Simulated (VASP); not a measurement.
# Cu (P4/nmm) in VASP: notebook

The runs below take Cu through single point, with PBE.

All numbers are computed with VASP 6.6.1; they aren't measurements. Logs are shortened: lines on timing, memory, paths and dates and some standing lists are left out, and cuts for length are marked.

### 1 The cell of the first run

The structure is tetragonal, space group P4/nmm (No. 129). Conventional cell: a = 2.556 Å, b = 2.556 Å, c = 3.615 Å, α = 90.00°, β = 90.00°, γ = 90.00°. Within 2.9 Å of Cu (site symmetry 4mm) lie 8 Cu at 2.22 to 2.56 Å.

### 2 Single point, PBE (mode 6 (244.6 1/cm) frozen in, largest displacement +0.263 Å)

The input, INCAR:

```
ALGO = Fast ; EDIFF = 1E-6
ENCUT = 520 ; GGA = PE
ISIF = 2 ; ISMEAR = 0
LASPH = T ; LCHARG = F
LREAL = F ; LWAVE = F
NBANDS = 18 ; NELM = 80
PREC = Accurate ; SIGMA = 0.15
```

The input, KPOINTS:

```
k-points
0
Gamma
  18 18 14
```

The input, POSCAR:

```
Cu
1.0
    0.0000000000     -1.8075000000     -1.8075000000
    0.0000000000      1.8075000000     -1.8075000000
    3.6150000000      0.0000000000      0.0000000000
Cu
2
Direct
    0.5000000000      0.5000000000      0.5726141079
    0.0000000000      0.0000000000     -0.0726141079
```

Potentials or basis: VASP PAW PBE potentials, release 64 (Cu).

Command:

```console
$ cat potpaw_PBE.64/Cu/POTCAR > POTCAR
$ mpirun -np 1 vasp_std > vasp.out
```

OUTCAR:

```text
EDIFF = 1E-6
   ENCUT = 520
   GGA = PE
   ISIF = 2
   ISMEAR = 0
   LASPH = T
   LREAL = F
   NELM = 80
   PREC = Accurate

 ion  position               nearest neighbor table
   1  0.500  0.500  0.573-   2 2.22   2 2.22   2 2.22   2 2.22
   2  0.000  0.000  0.927-   1 2.22   1 2.22   1 2.22   1 2.22

  LATTYP: Found a simple tetragonal cell.
 ALAT       =     2.5561910140
 C/A-ratio  =     1.4142135624

  Lattice vectors:

 A1 = (   0.0000000000,  -1.8075000000,  -1.8075000000)
 A2 = (   0.0000000000,   1.8075000000,  -1.8075000000)
 A3 = (   3.6150000000,   0.0000000000,   0.0000000000)

Analysis of symmetry for initial positions (statically):
=====================================================================
 Subroutine PRICEL returns:
 Original cell was already a primitive cell.

 Routine SETGRP: Setting up the symmetry group for a
 simple tetragonal supercell.

 Subroutine GETGRP returns: Found 16 space group operations
 (whereof  8 operations were pure point group operations)
 out of a pool of 16 trial point group operations.

The static configuration has the point symmetry C_4v.
 The point group associated with its full space group is D_4h.

Analysis of symmetry for dynamics (positions and initial velocities):
=====================================================================
 Subroutine PRICEL returns:
 Original cell was already a primitive cell.

 Routine SETGRP: Setting up the symmetry group for a
 simple tetragonal supercell.

 Subroutine GETGRP returns: Found 16 space group operations
 (whereof  8 operations were pure point group operations)
 out of a pool of 16 trial point group operations.

The dynamic configuration has the point symmetry C_4v.
 The point group associated with its full space group is D_4h.

 Subroutine INISYM returns: Found 16 space group operations
 (whereof  8 operations are pure point group operations),
 and found     1 'primitive' translations

----------------------------------------------------------------------------------------

                                     Primitive cell

  volume of cell :      23.6208

  direct lattice vectors                    reciprocal lattice vectors
     0.000000000 -1.807500000 -1.807500000     0.000000000 -0.276625173 -0.276625173
     0.000000000  1.807500000 -1.807500000     0.000000000  0.276625173 -0.276625173
     3.615000000  0.000000000  0.000000000     0.276625173  0.000000000  0.000000000

  length of vectors
[... 81 lines left out ...]
   NELM   =     80;   NELMIN=  2; NELMDL= -5     # of ELM steps
   EDIFF  = 0.1E-05   stopping-criterion for ELM
   LREAL  =      F    real-space projection
   EDIFFG = 0.1E-04   stopping-criterion for IOM
   NSW    =      0    number of steps for IOM
   IBRION =     -1    ionic relax: 0-MD 1-quasi-New 2-CG
   NFREE  =      0    steps in history (QN), initial steepest desc. (CG)
   ISIF   =      2    stress and relaxation
   ISYM   =      2    0-nonsym 1-usesym 2-fastsym
   POTIM  = 0.5000    time-step for ionic-motion
   TEBEG  =    0.0;   TEEND  =   0.0 temperature during run
   PSTRESS=    0.0 pullay stress
   NELECT =      22.0000    total number of electrons
   NUPDOWN=      -1.0000    fix difference up-down
   EMIN   =  10.00;   EMAX   =-10.00  energy-range for DOS
   EFERMI =   0.00;   METHOD = LEGACY
   ISMEAR =     0;   SIGMA  =   0.15  broadening in eV -4-tet -1-fermi 0-gaus
   EFERMI_NEDOS =   21; number of points for ismear=-14 and -15
   IALGO  =     68    algorithm
   IMIX   =      4    mixing-type and parameters
     AMIX     =   0.40;   BMIX     =  1.00
     AMIX_MAG =   1.60;   BMIX_MAG =  1.00
  volume/ion in A,a.u.               =      11.81        79.70
  Fermi-wavevector in a.u.,A,eV,Ry     =   1.598763  3.021224 34.777078  2.556043
  Thomas-Fermi vector in A             =   2.696162
   LORBIT       =      0    0 simple, 1 ext, 2 COOP (PROOUT), +10 PAW based schemes
   GGA     = PE    functional components
   LHFCALC =     F    Hartree Fock is set to
   AEXX    =    0.0000 exact exchange contribution
   IVDW    =     0    specifies the selected vdW correction
   LEPSILON=     F    determine dielectric tensor
   LRPA    =     F    only Hartree local field effects (RPA)
 non-spin polarized calculation
 RMM-DIIS sequential band-by-band and
 Gauss-broadening in eV      SIGMA  =   0.15
  energy-cutoff  :      520.00
  volume of cell :       23.62
 maximum number of plane-waves:       664
 NGX is ok and might be reduce to    20
   NGX =  9   NGY =  9   NGZ = 13

 number of electron      21.9999944 magnetization

 Free energy of the ion-electron system (eV)
  ---------------------------------------------------
  ext. energy  EPLUGINS =         0.00000000
  ---------------------------------------------------
  free energy    TOTEN  =        -6.39619900 eV

  energy without entropy =       -6.38956905  energy(sigma->0) =       -6.39288402

 E-fermi :   7.6955     XC(G=0): -12.5972

 val. band max:        7.6937278598   @ k =   0.4444   0.3889   0.0000
 cond. band min:       7.7066706613   @ k =   0.4444   0.1667   0.4286
 fundamental gap:      0.0129428015
 Fermi energy:         7.6955260237

 k-point     1 :       0.0000    0.0000    0.0000
  band No.  band energies     occupation
      1      -1.8409      2.00000
      2       2.4555      2.00000
      3       2.4749      2.00000
      4       4.3305      2.00000
      5       4.3305      2.00000
      6       4.7696      2.00000
[... 481 lines left out ...]
      5       4.1606      2.00000
      6       4.4694      2.00000
[... 10 lines left out ...]
     17      23.1123      0.00000
     18      28.5710      0.00000

 [... further k-points ...]

------------------------ aborting loop because EDIFF is reached ----------------------------------------

  FORCE on cell =-STRESS in cart. coord.  units (eV):
  Direction    XX          YY          ZZ          XY          YZ          ZX
  --------------------------------------------------------------------------------------
  -------------------------------------------------------------------------------------
  Total        3.4236699      4.7723663      4.7723663     -0.0000000      0.0000000      0.0000000
  in kB      232.2242474    323.7050252    323.7050252     -0.0000000      0.0000000      0.0000000
  external PRESSURE =     293.2114326 kB  Pullay stress =       0.0000000 kB

 VOLUME and BASIS-vectors are now :
 -----------------------------------------------------------------------------
  energy-cutoff  :      520.00
  volume of cell :       23.62
      direct lattice vectors                 reciprocal lattice vectors
     0.000000000 -1.807500000 -1.807500000     0.000000000 -0.276625173 -0.276625173
     0.000000000  1.807500000 -1.807500000     0.000000000  0.276625173 -0.276625173
     3.615000000  0.000000000  0.000000000     0.276625173  0.000000000  0.000000000

 POSITION                                       TOTAL-FORCE (eV/Angst)
 -----------------------------------------------------------------------------------
      2.07000      0.00000     -1.80750        -4.354456     -0.000000     -0.000000
      3.35250      0.00000      0.00000         4.354456      0.000000      0.000000
 -----------------------------------------------------------------------------------
    total drift:                               -0.000000      0.000000      0.000000

  FREE ENERGIE OF THE ION-ELECTRON SYSTEM (eV)
  ---------------------------------------------------
  free  energy   TOTEN  =        -6.3961989966 eV

  energy  without entropy=       -6.3895690495  energy(sigma->0) =       -6.39288402
```

OSZICAR:

```text
N       E                     dE             d eps       ncg     rms          rms(c)
DAV:   1     0.124694368667E+03    0.12469E+03   -0.98922E+03 16984   0.216E+03
DAV:   2    -0.180759843239E+01   -0.12650E+03   -0.12010E+03 15870   0.290E+02
DAV:   3    -0.794233574797E+01   -0.61347E+01   -0.59350E+01 17640   0.881E+01
DAV:   4    -0.801622491284E+01   -0.73889E-01   -0.73842E-01 18224   0.102E+01
DAV:   5    -0.801743898987E+01   -0.12141E-02   -0.12140E-02 18954   0.115E+00    0.103E+01
RMM:   6    -0.691102294972E+01    0.11064E+01   -0.81865E+00 18486   0.509E+01    0.484E+00
RMM:   7    -0.642956985793E+01    0.48145E+00   -0.13830E+00 18351   0.218E+01    0.161E+00
RMM:   8    -0.639661267560E+01    0.32957E-01   -0.11792E-01 19269   0.293E+00    0.190E-01
RMM:   9    -0.639674671245E+01   -0.13404E-03   -0.23296E-02 19042   0.256E+00    0.298E-01
RMM:  10    -0.639622074226E+01    0.52597E-03   -0.10718E-02 22355   0.910E-01    0.711E-02
RMM:  11    -0.639626180022E+01   -0.41058E-04   -0.17472E-03 18916   0.664E-01    0.557E-02
RMM:  12    -0.639618461181E+01    0.77188E-04   -0.74499E-04 20436   0.345E-01    0.151E-02
RMM:  13    -0.639619861470E+01   -0.14003E-04   -0.15386E-04 20296   0.100E-01    0.113E-02
RMM:  14    -0.639619958880E+01   -0.97410E-06   -0.16319E-05 19302   0.422E-02    0.120E-02
RMM:  15    -0.639619899655E+01    0.59224E-06   -0.21855E-06 13247   0.237E-02
   1 F= -.63961990E+01 E0= -.63928840E+01  d E =-.662995E-02
```

stdout:

```text
POSCAR found type information on POSCAR Cu
 POSCAR found :  1 types and       2 ions
 scaLAPACK will be used
 LDA part: xc-table for (Slater+PW92), standard interpolation
 POSCAR, INCAR and KPOINTS ok, starting setup
 FFT: planning ... GRIDC
 FFT: planning ... GRID_SOFT
 FFT: planning ... GRID
 WAVECAR not read
 entering main loop
WARNING in EDDRMM: call to ZHEGV failed, returncode =   6  3     16
WARNING in EDDRMM: call to ZHEGV failed, returncode =   6  3     16
WARNING in EDDRMM: call to ZHEGV failed, returncode =   6  3     17
WARNING in EDDRMM: call to ZHEGV failed, returncode =   6  3     17
WARNING in EDDRMM: call to ZHEGV failed, returncode =   6  3     15
```

It took 68 s on 1 thread of Intel Xeon 6975P-C (Granite Rapids), shared host; peak memory 0.25 GiB.

Results:

```yaml
Free_energy: -6.3962 eV
Pressure: 29.3 GPa
Largest_force: 4.354 eV/Å
Band_gap_on_the_k_mesh: zero (band 11 reaches 12.14 eV, above the bottom of band 12 at 6.07 eV)
```

Forces in eV/Å, atoms in the order of the input:
```
Cu  -4.354  0.000  0.000
Cu   4.354  0.000  0.000
```

Stress tensor (GPa, compression positive):
```
23.22  0.00  0.00
 0.00 32.37  0.00
 0.00  0.00 32.37
```

Caveat: the cell differs from its parent crystal (mode 6 (244.6 1/cm) frozen in, largest displacement +0.263 Å); forces of over 1 eV/Å act on the atoms, so gaps and moduli don't describe the material at rest.

### 3 Single point, PBE (mode 6 (244.6 1/cm) frozen in, largest displacement +0.188 Å)

The input, INCAR:

```
  PREC = Accurate
  ENCUT = 520
  EDIFF = 1E-6
  ISMEAR = 0
  SIGMA = 0.15
  LREAL = False
  LASPH = True
  NELM = 80
  ALGO = Fast
  ISIF = 2
  LWAVE = False
  LCHARG = True
  GGA = PE
  LELF = True
  LVHAR = True
  NBANDS = 18
```

The input, KPOINTS:

```
regular mesh
0
Gamma
  18 18 14
```

The input, POSCAR:

```
Cu
1.0
    0.0000000000     -1.8075000000     -1.8075000000
    0.0000000000      1.8075000000     -1.8075000000
    3.6150000000      0.0000000000      0.0000000000
Cu
2
Direct
    0.5000000000      0.5000000000      0.5518672199
    0.0000000000      0.0000000000     -0.0518672199
```

Potentials or basis: VASP PAW PBE potentials, release 64 (Cu).

Command:

```console
$ cat potpaw_PBE.64/Cu/POTCAR > POTCAR
$ mpirun -np 1 vasp_std > vasp.out
```

Run time: 69 s. Hardware: 1 thread of Intel Xeon 6975P-C (Granite Rapids), shared host; peak memory 0.25 GiB.

Results (log left out):

```yaml
Free_energy: -6.9377 eV
Pressure: 16.0 GPa
Largest_force: 2.902 eV/Å
Band_gap_on_the_k_mesh: zero (band 11 reaches 12.57 eV, above the bottom of band 12 at 5.94 eV)
```

Forces on the atoms (eV/Å):
```
Cu  -2.902  0.000  0.000
Cu   2.902  0.000  0.000
```

Stress tensor (GPa, compression positive):
```
13.92  0.00  0.00
 0.00 17.05  0.00
 0.00  0.00 17.05
```

Levels at points of the mesh, in eV from the Fermi level:
```tsv
k point	band 9	band 10	band 11	band 12	band 13	band 14
(0.00, 0.00, 0.00)	-1.63	-1.61	-1.61	2.20	6.46	13.02
(0.50, 0.00, 0.00)	-1.85	-1.85	-0.42	-0.42	8.58	8.58
(0.50, 0.50, 0.00)	-1.63	-1.63	1.47	1.47	7.13	7.13
(0.00, 0.00, 0.50)	-2.09	-2.09	-1.91	-1.71	16.02	16.02
(0.50, 0.00, 0.50)	-1.57	-1.57	-0.84	-0.84	3.64	3.64
(0.50, 0.50, 0.50)	-1.63	-1.63	4.92	4.92	7.56	7.56
```

Caveat: the cell differs from its parent crystal (mode 6 (244.6 1/cm) frozen in, largest displacement +0.188 Å); forces of over 1 eV/Å act on the atoms, so gaps and moduli don't describe the material at rest.
